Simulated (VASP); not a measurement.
# Zn in VASP: notebook

Aim: see how the results for Zn move with the level of theory and the settings. Levels: PBE, PBE0. Tasks: single point.

Everything below comes from runs of VASP 6.6.1. Logs are shortened: lines on timing, memory, paths and dates and some standing lists are left out, and cuts for length are marked.

### 1 The cell of the first run

The typed cell holds 1 atom: a = 2.705 Å, b = 2.695 Å, c = 2.728 Å, α = 109.79°, β = 108.62°, γ = 109.25°.

### 2 Single point, PBE, non-collinear spin, zero start (the cell strained at random)

Input file INCAR:

```
SYSTEM = Zn
  ALGO = Fast
  EDIFF = 1E-6
  ENCUT = 520
  GGA = PE
  ISIF = 2
  ISMEAR = -1
  LASPH = .True.
  LCHARG = .False.
  LNONCOLLINEAR = .True.
  LORBIT = 11
  LREAL = .False.
  LWAVE = .False.
  MAGMOM = 0 0 0
  NBANDS = 23
  NELM = 150
  PREC = Accurate
  SIGMA = 0.1
```

Input file KPOINTS:

```
k-points
0
Gamma
  8 8 7
  0 0 0
```

Input file POSCAR:

```
Zn
1.0
   -1.5428930000      1.5748120000      1.5674350000
    1.5452130000     -1.5641350000      1.5590790000
    1.5735070000      1.5947490000     -1.5567590000
Zn
1
Direct
    0.0000000000      0.0000000000      0.0000000000
```

Potentials or basis: VASP PAW PBE potentials, release 64 (Zn).

Command:

```
$ cat potpaw_PBE.64/Zn/POTCAR > POTCAR
$ mpirun -np 1 vasp_ncl > vasp.out
```

OUTCAR:

```text
SYSTEM = Zn
   EDIFF = 1E-6
   ENCUT = 520
   GGA = PE
   ISIF = 2
   ISMEAR = -1
   LASPH = .True.
   LNONCOLLINEAR = .True.
   LORBIT = 11
   LREAL = .False.
   NELM = 150
   PREC = Accurate

 ion  position               nearest neighbor table
   1  0.000  0.000  0.000-

  LATTYP: Found a triclinic cell.
 ALAT       =     2.7281215582
 B/A-ratio  =     1.6175286625
 C/A-ratio  =     1.0055008445
 COS(alpha) =     0.0031966749
 COS(beta)  =     0.3469052640
 COS(gamma) =     0.8139660209

  Lattice vectors:

 A1 = (  -1.5735070000,  -1.5947490000,   1.5567590000)
 A2 = (  -3.1164000000,  -0.0199370000,   3.1241940000)
 A3 = (  -1.5758270000,  -1.6054260000,  -1.5697550000)

Analysis of symmetry for initial positions (statically):
=====================================================================
 Subroutine PRICEL returns:
 Original cell was already a primitive cell.

 Routine SETGRP: Setting up the symmetry group for a
 triclinic supercell.

 Subroutine GETGRP returns: Found  2 space group operations
 (whereof  2 operations were pure point group operations)
 out of a pool of  2 trial point group operations.

The static configuration has the point symmetry S_2 .

Analysis of symmetry for dynamics (positions and initial velocities):
=====================================================================
 Subroutine PRICEL returns:
 Original cell was already a primitive cell.

 Routine SETGRP: Setting up the symmetry group for a
 triclinic supercell.

 Subroutine GETGRP returns: Found  2 space group operations
 (whereof  2 operations were pure point group operations)
 out of a pool of  2 trial point group operations.

The dynamic configuration has the point symmetry S_2 .

Analysis of structural, dynamic, and magnetic symmetry:
=====================================================================
 Subroutine PRICEL returns:
 Original cell was already a primitive cell.

 Routine SETGRP: Setting up the symmetry group for a
 triclinic supercell.

 Subroutine GETGRP returns: Found  2 space group operations
 (whereof  2 operations were pure point group operations)
 out of a pool of  2 trial point group operations.

The overall configuration has the point symmetry S_2 .

 Subroutine INISYM returns: Found  2 space group operations
 (whereof  2 operations are pure point group operations),
 and found     1 'primitive' translations

----------------------------------------------------------------------------------------

                                     Primitive cell

  volume of cell :      15.4511

  direct lattice vectors                    reciprocal lattice vectors
    -1.542893000  1.574812000  1.567435000    -0.003323933  0.314459489  0.318773633
     1.545213000 -1.564135000  1.559079000     0.320447552 -0.004171701  0.319621503
     1.573507000  1.594749000 -1.556759000     0.317578379  0.312438083 -0.001302628

  length of vectors
     2.705070077  2.695353194  2.728121558     0.447786163  0.452616772  0.445505645

  position of ions in fractional coordinates (direct lattice)
     0.000000000  0.000000000  0.000000000

  ion indices of the primitive-cell ions
   primitive index   ion index
                 1           1

----------------------------------------------------------------------------------------

 KPOINTS: k-points

Automatic generation of k-mesh.
 Grid dimensions read from file:
 generate k-points for:    8    8    7

 Generating k-lattice:

  Cartesian coordinates                     Fractional coordinates (reciprocal lattice)
    -0.000415492  0.039307436  0.039846704     0.125000000  0.000000000 -0.000000000
     0.040055944 -0.000521463  0.039952688     0.000000000  0.125000000  0.000000000
     0.045368340  0.044634012 -0.000186090     0.000000000 -0.000000000  0.142857143

  Length of vectors
     0.055973270  0.056577096  0.063643664

  Shift w.r.t. Gamma in fractional coordinates (k-lattice)
     0.000000000  0.000000000  0.000000000

 Subroutine IBZKPT returns following result:
 ===========================================

 Found    226 irreducible k-points:

 Following reciprocal coordinates:
            Coordinates               Weight
  0.000000  0.000000  0.000000      1.000000
  0.125000 -0.000000 -0.000000      2.000000
  0.250000 -0.000000 -0.000000      2.000000
  0.375000  0.000000 -0.000000      2.000000
  0.500000 -0.000000 -0.000000      1.000000
 -0.000000  0.125000 -0.000000      2.000000
[... 16 lines left out ...]
  0.125000  0.375000 -0.000000      2.000000
  0.250000  0.375000 -0.000000      2.000000
 [... further k-points ...]
   k-points           NKPTS =    226   k-points in BZ     NKDIM =    226   number of bands    NBANDS=     23
   number of dos      NEDOS =    301   number of ions     NIONS =      1
   total plane-waves  NPLWV =   8000
   dimension x,y,z NGX =    20 NGY =   20 NGZ =   20
   dimension x,y,z NGXF=    40 NGYF=   40 NGZF=   40
   ions per type =               1
   NGX,Y,Z   is equivalent  to a cutoff of  12.29, 12.34, 12.19 a.u.
   NGXF,Y,Z  is equivalent  to a cutoff of  24.58, 24.67, 24.38 a.u.
 SYSTEM =  Zn
   PREC   = accura    normal or accurate (medium, high low for compatibility)
   ISTART =      0    job   : 0-new  1-cont  2-samecut
   ICHARG =      2    charge: 1-file 2-atom 10-const
   ISPIN  =      1    spin polarized calculation?
   LNONCOLLINEAR =      T non collinear calculations
   LSORBIT =      F    spin-orbit coupling
   LASPH  =      T    aspherical Exc in radial PAW
   ENCUT  =  520.0 eV  38.22 Ry    6.18 a.u.   5.03  5.01  5.07*2*pi/ulx,y,z
   NELM   =    150;   NELMIN=  2; NELMDL= -5     # of ELM steps
   EDIFF  = 0.1E-05   stopping-criterion for ELM
   LREAL  =      F    real-space projection
   EDIFFG = 0.1E-04   stopping-criterion for IOM
   NSW    =      0    number of steps for IOM
   IBRION =     -1    ionic relax: 0-MD 1-quasi-New 2-CG
   NFREE  =      0    steps in history (QN), initial steepest desc. (CG)
   ISIF   =      2    stress and relaxation
   ISYM   =      2    0-nonsym 1-usesym 2-fastsym
   POTIM  = 0.5000    time-step for ionic-motion
   TEBEG  =    0.0;   TEEND  =   0.0 temperature during run
   PSTRESS=    0.0 pullay stress
   NELECT =      12.0000    total number of electrons
   NUPDOWN=      -1.0000    fix difference up-down
   EMIN   =  10.00;   EMAX   =-10.00  energy-range for DOS
   EFERMI =   0.00;   METHOD = LEGACY
   ISMEAR =    -1;   SIGMA  =   0.10  broadening in eV -4-tet -1-fermi 0-gaus
   EFERMI_NEDOS =   21; number of points for ismear=-14 and -15
   IALGO  =     68    algorithm
   IMIX   =      4    mixing-type and parameters
     AMIX     =   0.40;   BMIX     =  1.00
     AMIX_MAG =   1.60;   BMIX_MAG =  1.00
  volume/ion in A,a.u.               =      15.45       104.27
  Fermi-wavevector in a.u.,A,eV,Ry     =   1.504811  2.843681 30.809814  2.264457
  Thomas-Fermi vector in A             =   2.615742
   LORBIT       =     11    0 simple, 1 ext, 2 COOP (PROOUT), +10 PAW based schemes
   GGA     = PE    functional components
   LHFCALC =     F    Hartree Fock is set to
   AEXX    =    0.0000 exact exchange contribution
   IVDW    =     0    specifies the selected vdW correction
   LEPSILON=     F    determine dielectric tensor
   LRPA    =     F    only Hartree local field effects (RPA)
 RMM-DIIS sequential band-by-band and
  energy-cutoff  :      520.00
  volume of cell :       15.45
 maximum number of plane-waves:       856
   NGX =  9   NGY =  9   NGZ = 11

 number of electron      12.0000017 magnetization       0.0000037      0.0000011     -0.0000000

 number of electron      12.0000017 magnetization      -0.0000133     -0.0000032     -0.0000015

 number of electron      12.0000017 magnetization       0.0000148      0.0000032      0.0000026

 number of electron      12.0000017 magnetization      -0.0000004      0.0000001     -0.0000002

 Free energy of the ion-electron system (eV)
  ---------------------------------------------------
  ext. energy  EPLUGINS =         0.00000000
  ---------------------------------------------------
  free energy    TOTEN  =        -1.02620563 eV

  energy without entropy =       -1.01511863  energy(sigma->0) =       -1.02066213

 E-fermi :   3.0661     XC(G=0): -11.4840

 val. band max:        3.0456389745   @ k =   0.1250   0.3750   0.4286
 cond. band min:       3.0800783752   @ k =   0.5000   0.1250   0.4286
 fundamental gap:      0.0344394007
 Fermi energy:         3.0660708348

 k-point     1 :       0.0000    0.0000    0.0000
  band No.  band energies     occupation
      1      -7.2495      1.00000
      2      -7.2495      1.00000
      3      -4.7005      1.00000
      4      -4.7004      1.00000
      5      -4.6808      1.00000
      6      -4.6808      1.00000
[... 15 lines left out ...]
     22      23.9222      0.00000
     23      24.1041      0.00000

 k-point     2 :       0.1250   -0.0000   -0.0000
  band No.  band energies     occupation
      1      -6.7706      1.00000
      2      -6.7706      1.00000
      3      -4.7237      1.00000
      4      -4.7237      1.00000
      5      -4.6668      1.00000
      6      -4.6667      1.00000
[... 15 lines left out ...]
     22      22.2575      0.00000
     23      23.7767      0.00000

 k-point     3 :       0.2500   -0.0000   -0.0000
  band No.  band energies     occupation
      1      -5.6145      1.00000
      2      -5.6145      1.00000
      3      -4.8201      1.00000
      4      -4.8201      1.00000
      5      -4.3964      1.00000
      6      -4.3964      1.00000
[... 15 lines left out ...]
     22      20.9744      0.00000
     23      25.3148      0.00000
[... 495 lines left out ...]
 k-point    23 :       0.1250    0.3750   -0.0000
  band No.  band energies     occupation
      1      -5.1844      1.00000
      2      -5.1844      1.00000
      3      -4.9402      1.00000
      4      -4.9402      1.00000
      5      -4.2320      1.00000
      6      -4.2320      1.00000
[... 15 lines left out ...]
     22      23.5392      0.00000
     23      27.4323      0.00000

 k-point    24 :       0.2500    0.3750   -0.0000
  band No.  band energies     occupation
      1      -5.0325      1.00000
      2      -5.0325      1.00000
      3      -4.8030      1.00000
      4      -4.8030      1.00000
      5      -4.4804      1.00000
      6      -4.4804      1.00000
[... 15 lines left out ...]
     22      26.0048      0.00000
     23      26.7750      0.00000

 [... further k-points ...]
[... 5 lines left out ...]
  --------------------------------------------------------------------------------------
  -------------------------------------------------------------------------------------
  Total       -0.1388711     -0.1104441      0.2241289     -0.0216933      0.0368984      0.0621106
  in kB      -14.4000151    -11.4523221     23.2406821     -2.2494545      3.8261195      6.4404554
  external PRESSURE =      -0.8705517 kB  Pullay stress =       0.0000000 kB

 VOLUME and BASIS-vectors are now :
 -----------------------------------------------------------------------------
  energy-cutoff  :      520.00
  volume of cell :       15.45
      direct lattice vectors                 reciprocal lattice vectors
    -1.542893000  1.574812000  1.567435000    -0.003323933  0.314459489  0.318773633
     1.545213000 -1.564135000  1.559079000     0.320447552 -0.004171701  0.319621503
     1.573507000  1.594749000 -1.556759000     0.317578379  0.312438083 -0.001302628

 POSITION                                       TOTAL-FORCE (eV/Angst)
 -----------------------------------------------------------------------------------
      0.00000      0.00000      0.00000         0.000000      0.000000      0.000000
 -----------------------------------------------------------------------------------
    total drift:                                0.000000     -0.000000      0.000000

  FREE ENERGIE OF THE ION-ELECTRON SYSTEM (eV)
  ---------------------------------------------------
  free  energy   TOTEN  =        -1.0262056317 eV

  energy  without entropy=       -1.0151186297  energy(sigma->0) =       -1.02066213

 total charge

# of ion       s       p       d       tot
------------------------------------------
    1        0.602   0.405   9.728  10.736

 magnetization (x)

# of ion       s       p       d       tot
------------------------------------------
    1        0.000  -0.000   0.000   0.000

 magnetization (y)

# of ion       s       p       d       tot
------------------------------------------
    1       -0.000   0.000   0.000   0.000

 magnetization (z)

# of ion       s       p       d       tot
------------------------------------------
    1        0.000  -0.000   0.000  -0.000
```

It took 3.2 min on 1 thread of AMD EPYC 7R13, shared host; peak memory 0.21 GiB.

What came out:

* Free energy: -1.0262 eV
* Pressure: -0.1 GPa
* Band gap on the k mesh: zero (bands 12 and 13 overlap by 4.24 eV)
* Net moment: 0.00 μB per cell
* Valence electrons inside the program's atomic spheres: Zn 10.74

Stress tensor (GPa, compression positive):
```
-1.44 -0.22  0.64
-0.22 -1.15  0.38
 0.64  0.38  2.32
```

Levels at points of the mesh, in eV from the Fermi level:
| k point | band 9 | band 10 | band 11 | band 12 | band 13 | band 14 | band 15 | band 16 |
| --- | --- | --- | --- | --- | --- | --- | --- | --- |
| (0.00, 0.00, 0.00) | -7.25 | -7.25 | -7.23 | -7.23 | 18.54 | 18.54 | 18.98 | 18.98 |
| (0.50, 0.00, 0.00) | -6.92 | -6.92 | -2.69 | -2.69 | -1.11 | -1.11 | 11.45 | 11.45 |
| (0.00, 0.50, 0.00) | -6.91 | -6.91 | -2.57 | -2.57 | -0.89 | -0.89 | 11.07 | 11.07 |
| (0.50, 0.50, 0.00) | -6.89 | -6.89 | -2.54 | -2.54 | -0.81 | -0.81 | 11.17 | 11.17 |

Moments on the atoms (μB; x, y, z):
```
Zn  0.00 0.00 0.00
```

Caveat: the k points lie up to 0.38 Å⁻¹ apart, too coarse for converged energies and pressures of a metal; the cell differs from its parent crystal (the cell strained at random).

### 3 Single point, PBE0

This run uses another cell than the first one, of 16.07 Å³/atom.

Input file POSCAR:

```
Zn
1.0
   -1.5896845915      1.5896845915      1.5896845915
    1.5896845915     -1.5896845915      1.5896845915
    1.5896845915      1.5896845915     -1.5896845915
Zn
1
Direct
    0.0000000000      0.0000000000      0.0000000000
```

Input file INCAR.step1:

```
PREC = Accurate
ENCUT = 520
EDIFF = 1E-5
ISMEAR = -1
SIGMA = 0.05
LREAL = False
LASPH = True
NELM = 60
ALGO = Normal
ISIF = 2
LWAVE = True
GGA = PE
NBANDS = 12
```

Input file INCAR.step2:

```
PREC = Accurate
ENCUT = 520
EDIFF = 1E-6
ISMEAR = -1
SIGMA = 0.05
LREAL = False
LASPH = True
NELM = 60
ALGO = Normal
ISIF = 2
LWAVE = False
LCHARG = True
GGA = PE
LHFCALC = True
AEXX = 0.25
PRECFOCK = Normal
LELF = True
LVHAR = True
ISTART = 1
NBANDS = 12
```

Input file KPOINTS:

```
Automatic mesh
0
Gamma
  8 8 8
```

Potentials or basis: VASP PAW PBE potentials, release 64 (Zn).

Command:

```
$ cat potpaw_PBE.64/Zn/POTCAR > POTCAR
$ cp INCAR.step1 INCAR
$ mpirun -np 1 vasp_std > vasp.out
$ cp INCAR.step2 INCAR
$ mpirun -np 1 vasp_std > vasp.out
```

Wall time 38 min (1 thread of Intel Xeon 8259CL, shared host); peak memory 0.15 GiB.

It converged, with:

* Free energy: -1.1614 eV
* Pressure: -4.0 GPa
* Band gap on the k mesh: zero (bands 6 and 7 overlap by 6.38 eV)

Levels at points of the mesh, in eV from the Fermi level:
| k point | band 2 | band 3 | band 4 | band 5 | band 6 | band 7 | band 8 | band 9 | band 10 | band 11 |
| --- | --- | --- | --- | --- | --- | --- | --- | --- | --- | --- |
| (0.00, 0.00, 0.00) | -10.14 | -10.14 | -10.14 | -9.68 | -9.68 | 20.41 | 20.41 | 20.41 | 21.85 | 21.85 |
| (0.50, 0.00, 0.00) | -10.41 | -9.69 | -9.65 | -9.33 | -3.00 | -1.14 | 12.63 | 13.91 | 16.39 | 17.89 |
| (0.50, 0.50, 0.50) | -10.64 | -9.40 | -9.40 | -9.40 | 5.24 | 5.24 | 5.24 | 8.77 | 9.41 | 9.41 |

Caveat: the cell stands under tension; the PAW data sets were made with another functional, which shifts forces and pressure a little.

The gap in the log of VASP goes by the Fermi energy; the results here count the filled bands.